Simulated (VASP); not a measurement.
Here is a VASP 6.6.1 calculation.

The input INCAR:

```
SYSTEM = Cu4W
PREC = Accurate
ENCUT = 520
EDIFF = 1E-7
ISMEAR = 0
SIGMA = 0.1
LREAL = .False.
LASPH = .True.
NELM = 80
ALGO = Fast
ISIF = 2
LWAVE = .False.
LCHARG = .False.
GGA = PE
NBANDS = 37
```

The input KPOINTS:

```
Automatic mesh
0
Gamma
  12 12 8
  0 0 0
```

The input POSCAR:

```
Cu4W
1.0
    5.0031553654      0.0000000000      0.0000000000
   -2.5015776827      4.3328596455      0.0000000000
    0.0000000000      0.0000000000      4.8242503496
Cu W
4 1
Direct
    0.0000000000      0.0000000000      0.0000000000
    0.5000000000      0.0000000000      0.5000000000
    0.0000000000      0.5000000000      0.5000000000
    0.5000000000      0.5000000000      0.5000000000
    0.0000000000      0.0000000000      0.5000000000
```

Potentials or basis: VASP PAW PBE potentials, release 64 (Cu, W_sv).

The run is started by

```bash
$ cat potpaw_PBE.64/Cu/POTCAR potpaw_PBE.64/W_sv/POTCAR > POTCAR
$ mpirun -np 1 vasp_std > vasp.out
```

Task: What does it give for the pressure?

Result: 0.4 GPa.

Task: What does it give for the band gap on the k mesh?

Result: Zero (bands 29 and 30 overlap by 1.58 eV).

Stress tensor (GPa, compression positive):
```
0.46 0.00 0.00
0.00 0.46 0.00
0.00 0.00 0.26
```

Caveat: spin-orbit coupling is left out, which moves the levels of the heavy elements.
